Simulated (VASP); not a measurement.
Input of a VASP 6.6.1 run:

INCAR

```
SYSTEM = WC
PREC = Accurate
ENCUT = 520
EDIFF = 1E-7
ISMEAR = -1
SIGMA = 0.1
LREAL = .FALSE.
LASPH = .TRUE.
NELM = 120
ALGO = Normal
ISIF = 2
LWAVE = .FALSE.
LCHARG = .FALSE.
GGA = CA
IBRION = 2
NSW = 100
EDIFFG = -0.001
GGA_COMPAT = .FALSE.
NELMIN = 4
```

File KPOINTS:

```
Automatic mesh
0
Gamma
  4 4 4
  0.5 0.5 0.5
```

The input POSCAR:

```
WC
1.0
    0.0000000000      2.1926840000      2.1926840000
    2.1926840000      0.0000000000      2.1926840000
    2.1926840000      2.1926840000      0.0000000000
W C
1 1
Direct
    0.0000000000      0.0000000000      0.0000000000
    0.5000000000      0.5000000000      0.5000000000
```

Potentials or basis: VASP PAW LDA potentials, release 64 (W_sv, C).

Run with:

```bash
$ cat potpaw_LDA.64/W_sv/POTCAR potpaw_LDA.64/C/POTCAR > POTCAR
$ mpirun -np 1 vasp_std > vasp.out
```

Predict the band gap on the k mesh.

zero (bands 9 and 10 overlap by 2.36 eV).

Final structure:
```
W C
1.0
     0.00000    2.19268    2.19268
     2.19268    0.00000    2.19268
     2.19268    2.19268    0.00000
W C
1 1
Direct
  0.00000 0.00000 0.00000
  0.50000 0.50000 0.50000
```

Caveat: the k points lie up to 0.62 Å⁻¹ apart, too coarse for converged energies and pressures of a metal; the relaxation stopped at its first step, so nothing moved; spin-orbit coupling is left out, which moves the levels of the heavy elements.
